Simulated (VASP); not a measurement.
# HfC in VASP: notebook

The runs below take HfC through electric field gradients, with PBE.

All numbers are computed with VASP 6.6.1; they aren't measurements. Logs are shortened: lines on timing, memory, paths and dates and some standing lists are left out, and cuts for length are marked.

## (1) The cell of the first run

The structure is tetragonal, space group I4/mmm (No. 139). Conventional cell: a = 3.313 Å, b = 3.313 Å, c = 4.580 Å, α = 90.00°, β = 90.00°, γ = 90.00°. Hf (site symmetry 4/mmm) has 6 C at 2.29 to 2.34 Å within 3.0 Å. C (site symmetry 4/mmm) has 6 Hf at 2.29 to 2.34 Å within 3.0 Å.

## (2) Electric field gradients, PBE (z stretched by -1.5 % at fixed volume)

Contents of INCAR:

```
SYSTEM = HfC
ALGO = Normal
EDIFF = 1E-8
ENCUT = 520
GGA = PE
ISIF = 2
ISMEAR = -1
LASPH = .TRUE.
LCHARG = .FALSE.
LEFG = .TRUE.
LREAL = .FALSE.
LWAVE = .FALSE.
NBANDS = 14
NELM = 60
PREC = Accurate
SIGMA = 0.05
```

Contents of KPOINTS:

```
k-points
0
G
  15 15 15
  0 0 0
```

Contents of POSCAR:

```
HfC
1.0
    0.0000000000      2.3426361566      2.2901250000
    2.3426361566      0.0000000000      2.2901250000
    2.3426361566      2.3426361566      0.0000000000
Hf C
1 1
Direct
    0.5000000000      0.5000000000      0.5000000000
    0.0000000000      0.0000000000      0.0000000000
```

Potentials or basis: VASP PAW PBE potentials, release 64 (Hf_pv, C).

Run with:

```sh
cat potpaw_PBE.64/Hf_pv/POTCAR potpaw_PBE.64/C/POTCAR > POTCAR
mpirun -np 1 vasp_std > vasp.out
```

OUTCAR:

```text
SYSTEM = HfC
   EDIFF = 1E-8
   ENCUT = 520
   GGA = PE
   ISIF = 2
   ISMEAR = -1
   LASPH = .TRUE.
   LREAL = .FALSE.
   NELM = 60
   PREC = Accurate

 ion  position               nearest neighbor table
   1  0.500  0.500  0.500-   2 2.29   2 2.29   2 2.34   2 2.34   2 2.34   2 2.34
   2  0.000  0.000  0.000-   1 2.29   1 2.29   1 2.34   1 2.34   1 2.34   1 2.34

  LATTYP: Found a body centered tetragonal cell.
 ALAT       =     3.3129878244
 C/A-ratio  =     1.3825133815

  Lattice vectors:

 A1 = (   0.0000000000,  -2.3426361566,  -2.2901250000)
 A2 = (   0.0000000000,   2.3426361566,  -2.2901250000)
 A3 = (   2.3426361566,   0.0000000000,   2.2901250000)

Analysis of symmetry for initial positions (statically):
=====================================================================
 Subroutine PRICEL returns:
 Original cell was already a primitive cell.

 Routine SETGRP: Setting up the symmetry group for a
 body centered tetragonal supercell.

 Subroutine GETGRP returns: Found 16 space group operations
 (whereof 16 operations were pure point group operations)
 out of a pool of 16 trial point group operations.

The static configuration has the point symmetry D_4h.

Analysis of symmetry for dynamics (positions and initial velocities):
=====================================================================
 Subroutine PRICEL returns:
 Original cell was already a primitive cell.

 Routine SETGRP: Setting up the symmetry group for a
 body centered tetragonal supercell.

 Subroutine GETGRP returns: Found 16 space group operations
 (whereof 16 operations were pure point group operations)
 out of a pool of 16 trial point group operations.

The dynamic configuration has the point symmetry D_4h.

 Subroutine INISYM returns: Found 16 space group operations
 (whereof 16 operations are pure point group operations),
 and found     1 'primitive' translations

----------------------------------------------------------------------------------------

                                     Primitive cell

  volume of cell :      25.1362

  direct lattice vectors                    reciprocal lattice vectors
     0.000000000  2.342636157  2.290125000    -0.213434766  0.213434766  0.218328694
     2.342636157  0.000000000  2.290125000     0.213434766 -0.213434766  0.218328694
     2.342636157  2.342636157  0.000000000     0.213434766  0.213434766 -0.218328694

  length of vectors
     3.276067258  3.276067258  3.312987824     0.372526801  0.372526801  0.372526801

  position of ions in fractional coordinates (direct lattice)
     0.500000000  0.500000000  0.500000000
     0.000000000  0.000000000  0.000000000

  ion indices of the primitive-cell ions
   primitive index   ion index
                 1           1
                 2           2

----------------------------------------------------------------------------------------

 KPOINTS: k-points

Automatic generation of k-mesh.
 Grid dimensions read from file:
 generate k-points for:   15   15   15

 Generating k-lattice:

  Cartesian coordinates                     Fractional coordinates (reciprocal lattice)
    -0.014228984  0.014228984  0.014555246     0.066666667  0.000000000  0.000000000
     0.014228984 -0.014228984  0.014555246     0.000000000  0.066666667  0.000000000
     0.014228984  0.014228984 -0.014555246    -0.000000000 -0.000000000  0.066666667

  Length of vectors
     0.024835120  0.024835120  0.024835120

  Shift w.r.t. Gamma in fractional coordinates (k-lattice)
     0.000000000  0.000000000  0.000000000

 Subroutine IBZKPT returns following result:
 ===========================================

 Found    288 irreducible k-points:

 Following reciprocal coordinates:
            Coordinates               Weight
  0.000000  0.000000  0.000000      1.000000
  0.066667  0.000000  0.000000      8.000000
  0.133333  0.000000  0.000000      8.000000
  0.200000 -0.000000  0.000000      8.000000
  0.266667  0.000000  0.000000      8.000000
  0.333333  0.000000  0.000000      8.000000
[... 16 lines left out ...]
  0.133333  0.133333  0.000000      2.000000
  0.200000  0.133333  0.000000      8.000000
 [... further k-points ...]
   k-points           NKPTS =    288   k-points in BZ     NKDIM =    288   number of bands    NBANDS=     14
   number of dos      NEDOS =    301   number of ions     NIONS =      2
   total plane-waves  NPLWV =  16128
   dimension x,y,z NGX =    24 NGY =   24 NGZ =   28
   dimension x,y,z NGXF=    48 NGYF=   48 NGZF=   56
   ions per type =               1   1
   NGX,Y,Z   is equivalent  to a cutoff of  12.18, 12.18, 14.05 a.u.
   NGXF,Y,Z  is equivalent  to a cutoff of  24.36, 24.36, 28.10 a.u.
 SYSTEM =  HfC
   PREC   = accura    normal or accurate (medium, high low for compatibility)
   ISTART =      0    job   : 0-new  1-cont  2-samecut
   ICHARG =      2    charge: 1-file 2-atom 10-const
   ISPIN  =      1    spin polarized calculation?
   LNONCOLLINEAR =      F non collinear calculations
   LSORBIT =      F    spin-orbit coupling
   LASPH  =      T    aspherical Exc in radial PAW
   ENCUT  =  520.0 eV  38.22 Ry    6.18 a.u.   6.09  6.09  6.16*2*pi/ulx,y,z
   NELM   =     60;   NELMIN=  2; NELMDL= -5     # of ELM steps
   EDIFF  = 0.1E-07   stopping-criterion for ELM
   LREAL  =      F    real-space projection
   EDIFFG = 0.1E-06   stopping-criterion for IOM
   NSW    =      0    number of steps for IOM
   IBRION =     -1    ionic relax: 0-MD 1-quasi-New 2-CG
   NFREE  =      0    steps in history (QN), initial steepest desc. (CG)
   ISIF   =      2    stress and relaxation
   ISYM   =      2    0-nonsym 1-usesym 2-fastsym
   POTIM  = 0.5000    time-step for ionic-motion
   TEBEG  =    0.0;   TEEND  =   0.0 temperature during run
   PSTRESS=    0.0 pullay stress
   NELECT =      14.0000    total number of electrons
   NUPDOWN=      -1.0000    fix difference up-down
   EMIN   =  10.00;   EMAX   =-10.00  energy-range for DOS
   EFERMI =   0.00;   METHOD = LEGACY
   ISMEAR =    -1;   SIGMA  =   0.05  broadening in eV -4-tet -1-fermi 0-gaus
   EFERMI_NEDOS =   21; number of points for ismear=-14 and -15
   IALGO  =     38    algorithm
   IMIX   =      4    mixing-type and parameters
     AMIX     =   0.40;   BMIX     =  1.00
     AMIX_MAG =   1.60;   BMIX_MAG =  1.00
  volume/ion in A,a.u.               =      12.57        84.81
  Fermi-wavevector in a.u.,A,eV,Ry     =   1.346949  2.545365 24.684672  1.814272
  Thomas-Fermi vector in A             =   2.474740
   LORBIT       =      0    0 simple, 1 ext, 2 COOP (PROOUT), +10 PAW based schemes
   GGA     = PE    functional components
   LHFCALC =     F    Hartree Fock is set to
   AEXX    =    0.0000 exact exchange contribution
   IVDW    =     0    specifies the selected vdW correction
   LEPSILON=     F    determine dielectric tensor
   LRPA    =     F    only Hartree local field effects (RPA)
 non-spin polarized calculation
  energy-cutoff  :      520.00
  volume of cell :       25.14
 maximum number of plane-waves:       690
   NGX = 13   NGY = 13   NGZ = 13

 number of electron      14.0000000 magnetization

 Free energy of the ion-electron system (eV)
  ---------------------------------------------------
  ext. energy  EPLUGINS =         0.00000000
  ---------------------------------------------------
  free energy    TOTEN  =       -21.03549564 eV

  energy without entropy =      -21.03284780  energy(sigma->0) =      -21.03417172

 E-fermi :   5.9312     XC(G=0): -12.2843

 val. band max:        5.9143859408   @ k =   0.0667   0.0667   0.0000
 cond. band min:       5.9320900412   @ k =   0.1333   0.0000   0.1333
 fundamental gap:      0.0177041004
 Fermi energy:         5.9312062032

 k-point     1 :       0.0000    0.0000    0.0000
  band No.  band energies     occupation
      1     -23.6257      2.00000
      2     -23.6257      2.00000
      3     -23.5984      2.00000
      4      -6.3572      2.00000
      5       6.9140      0.00000
      6       6.9140      0.00000
      7       7.0319      0.00000
      8       7.2681      0.00000
      9       7.2681      0.00000
     10       7.5081      0.00000
     11       9.1942      0.00000
     12       9.4424      0.00000
     13      12.8444      0.00000
     14      16.9596      0.00000
[... 375 lines left out ...]
 k-point    24 :       0.2000    0.1333    0.0000
  band No.  band energies     occupation
      1     -23.8008      2.00000
      2     -23.6876      2.00000
      3     -23.6717      2.00000
      4      -5.4067      2.00000
      5       3.4971      2.00000
      6       5.1745      2.00000
      7       5.3932      1.99996
      8       6.7422      0.00000
      9       9.4355      0.00000
     10       9.8161      0.00000
     11      10.4590      0.00000
     12      11.9492      0.00000
     13      15.9025      0.00000
     14      19.4962      0.00000

 [... further k-points ...]
[... 5 lines left out ...]
  --------------------------------------------------------------------------------------
  -------------------------------------------------------------------------------------
  Total       -0.5174921     -0.5174921      0.9360431      0.0000000     -0.0000000     -0.0000000
  in kB      -32.9849184    -32.9849184     59.6633428      0.0000000     -0.0000000     -0.0000000
  external PRESSURE =      -2.1021647 kB  Pullay stress =       0.0000000 kB

 VOLUME and BASIS-vectors are now :
 -----------------------------------------------------------------------------
  energy-cutoff  :      520.00
  volume of cell :       25.14
      direct lattice vectors                 reciprocal lattice vectors
     0.000000000  2.342636157  2.290125000    -0.213434766  0.213434766  0.218328694
     2.342636157  0.000000000  2.290125000     0.213434766 -0.213434766  0.218328694
     2.342636157  2.342636157  0.000000000     0.213434766  0.213434766 -0.218328694

 POSITION                                       TOTAL-FORCE (eV/Angst)
 -----------------------------------------------------------------------------------
      2.34264      2.34264      2.29013        -0.000000      0.000000      0.000000
      0.00000      0.00000      0.00000         0.000000     -0.000000     -0.000000
 -----------------------------------------------------------------------------------
    total drift:                                0.000000     -0.000000      0.000000

  FREE ENERGIE OF THE ION-ELECTRON SYSTEM (eV)
  ---------------------------------------------------
  free  energy   TOTEN  =       -21.0354956437 eV

  energy  without entropy=      -21.0328478014  energy(sigma->0) =      -21.03417172

 Electric field gradients (V/A^2)
---------------------------------------------------------------------
 ion       V_xx      V_yy      V_zz      V_xy      V_xz      V_yz
---------------------------------------------------------------------
   1      35.642    35.642   -71.284    -0.001     0.000     0.000
   2       1.493     1.493    -2.986     0.000    -0.000    -0.000
---------------------------------------------------------------------

 Electric field gradients after diagonalization (V/A^2)
 (convention: |V_zz| > |V_xx| > |V_yy|)
----------------------------------------------------------------------
 ion       V_xx      V_yy      V_zz     asymmetry (V_yy - V_xx)/ V_zz
----------------------------------------------------------------------
   1      35.643    35.641   -71.284       0.000
   2       1.493     1.493    -2.986       0.000
----------------------------------------------------------------------

           NMR quadrupolar parameters

 Cq : quadrupolar parameter    Cq=e*Q*V_zz/h
 eta: asymmetry parameters     (V_yy - V_xx)/ V_zz
 Q  : nuclear electric quadrupole moment in mb (millibarn)
----------------------------------------------------------------------
 ion       Cq(MHz)       eta       Q (mb)
----------------------------------------------------------------------
   1      -0.172       0.000       1.000
   2      -0.007       0.000       1.000
----------------------------------------------------------------------
```

It took 2.5 min on 1 thread of AMD EPYC 7R13, shared host; peak memory 0.2 GiB.

What came out:

```yaml
Free_energy: -21.0355 eV
Pressure: -0.2 GPa
Band_gap_on_the_k_mesh: zero (band 7 reaches 7.03 eV, above the bottom of band 8 at 5.38 eV)
```

Stress tensor (GPa, compression positive):
```
-3.30  0.00  0.00
 0.00 -3.30  0.00
 0.00  0.00  5.97
```

Electric field gradients, principal values (V/Å²):
```tsv
atom	least	middle	greatest (by size)
1 Hf	35.641	35.643	-71.284
2 C	1.493	1.493	-2.986
```

Caveat: without QUAD_EFG the Cq values of the log hold for a quadrupole moment of 1 mb, not for the nuclei; spin-orbit coupling is left out, which moves the levels of the heavy elements.

## (3) Electric field gradients, PBE (equal xy, yz and zx shear strains of -2 %)

Contents of INCAR:

```
SYSTEM = HfC
  PREC = Accurate
  ENCUT = 520
  EDIFF = 1E-8
  ISMEAR = -1
  SIGMA = 0.05
  LREAL = .FALSE.
  LASPH = .TRUE.
  NELM = 100
  ALGO = Normal
  ISIF = 2
  LWAVE = .FALSE.
  LCHARG = .FALSE.
  GGA = PE
  LEFG = .TRUE.
  NBANDS = 14
```

Contents of KPOINTS:

```
Automatic mesh
0
G
  15 15 15
  0 0 0
```

Contents of POSCAR:

```
HfC
1.0
   -0.0465000000      2.3017500000      2.3017500000
    2.3017500000     -0.0465000000      2.3017500000
    2.3017500000      2.3017500000     -0.0465000000
Hf C
1 1
Direct
    0.5000000000      0.5000000000      0.5000000000
    0.0000000000      0.0000000000      0.0000000000
```

Potentials or basis: VASP PAW PBE potentials, release 64 (Hf_pv, C).

Run with:

```sh
cat potpaw_PBE.64/Hf_pv/POTCAR potpaw_PBE.64/C/POTCAR > POTCAR
mpirun -np 1 vasp_std > vasp.out
```

OUTCAR:

```text
SYSTEM = HfC
   PREC = Accurate
   ENCUT = 520
   EDIFF = 1E-8
   ISMEAR = -1
   LREAL = .FALSE.
   LASPH = .TRUE.
   NELM = 100
   ISIF = 2
   GGA = PE

 ion  position               nearest neighbor table
   1  0.500  0.500  0.500-   2 2.33   2 2.33   2 2.33   2 2.33   2 2.33   2 2.33
   2  0.000  0.000  0.000-   1 2.33   1 2.33   1 2.33   1 2.33   1 2.33   1 2.33

  LATTYP: Found a trigonal (rhomboedric) cell.
 ALAT       =     3.2554981762
 COS(alpha) =     0.4797000918

  Lattice vectors:

 A1 = (  -0.0465000000,   2.3017500000,   2.3017500000)
 A2 = (   2.3017500000,  -0.0465000000,   2.3017500000)
 A3 = (   2.3017500000,   2.3017500000,  -0.0465000000)

Analysis of symmetry for initial positions (statically):
=====================================================================
 Subroutine PRICEL returns:
 Original cell was already a primitive cell.

 Routine SETGRP: Setting up the symmetry group for a
[... 598 lines left out ...]
      direct lattice vectors                 reciprocal lattice vectors
    -0.046500000  2.301750000  2.301750000    -0.210751819  0.215097217  0.215097217
     2.301750000 -0.046500000  2.301750000     0.215097217 -0.210751819  0.215097217
     2.301750000  2.301750000 -0.046500000     0.215097217  0.215097217 -0.210751819

 POSITION                                       TOTAL-FORCE (eV/Angst)
 -----------------------------------------------------------------------------------
      2.27850      2.27850      2.27850        -0.000000      0.000000     -0.000000
      0.00000      0.00000      0.00000         0.000000     -0.000000      0.000000
 -----------------------------------------------------------------------------------
    total drift:                                0.000000     -0.000000      0.000000

  FREE ENERGIE OF THE ION-ELECTRON SYSTEM (eV)
  ---------------------------------------------------
  free  energy   TOTEN  =       -21.0308275364 eV

  energy  without entropy=      -21.0283472211  energy(sigma->0) =      -21.02958738

 Electric field gradients (V/A^2)
---------------------------------------------------------------------
 ion       V_xx      V_yy      V_zz      V_xy      V_xz      V_yz
---------------------------------------------------------------------
   1      -0.000    -0.000     0.000     2.687     2.687     2.687
   2      -0.000    -0.000    -0.000     0.404     0.404     0.404
---------------------------------------------------------------------

 Electric field gradients after diagonalization (V/A^2)
 (convention: |V_zz| > |V_xx| > |V_yy|)
----------------------------------------------------------------------
 ion       V_xx      V_yy      V_zz     asymmetry (V_yy - V_xx)/ V_zz
----------------------------------------------------------------------
   1      -2.687    -2.687     5.373       0.000
   2      -0.404    -0.404     0.807       0.000
----------------------------------------------------------------------

           NMR quadrupolar parameters

 Cq : quadrupolar parameter    Cq=e*Q*V_zz/h
 eta: asymmetry parameters     (V_yy - V_xx)/ V_zz
 Q  : nuclear electric quadrupole moment in mb (millibarn)
----------------------------------------------------------------------
 ion       Cq(MHz)       eta       Q (mb)
----------------------------------------------------------------------
   1       0.013       0.000       1.000
   2       0.002       0.000       1.000
----------------------------------------------------------------------
```

It took 34 s on 1 thread of Intel Xeon 6975P-C (Granite Rapids), shared host; peak memory 0.23 GiB.

What came out:

- Free energy: -21.0308 eV
- Pressure: -0.4 GPa
- Band gap on the k mesh: zero (band 7 reaches 7.09 eV, above the bottom of band 8 at 5.65 eV)

Stress tensor (GPa, compression positive):
```
-0.37  3.25  3.25
 3.25 -0.37  3.25
 3.25  3.25 -0.37
```

Electric field gradients, principal values (V/Å²):
```tsv
atom	least	middle	greatest (by size)
1 Hf	-2.687	-2.687	5.373
2 C	-0.404	-0.404	0.807
```

Caveat: the cell differs from its parent crystal (equal xy, yz and zx shear strains of -2 %); without QUAD_EFG the Cq values of the log hold for a quadrupole moment of 1 mb, not for the nuclei; spin-orbit coupling is left out, which moves the levels of the heavy elements.
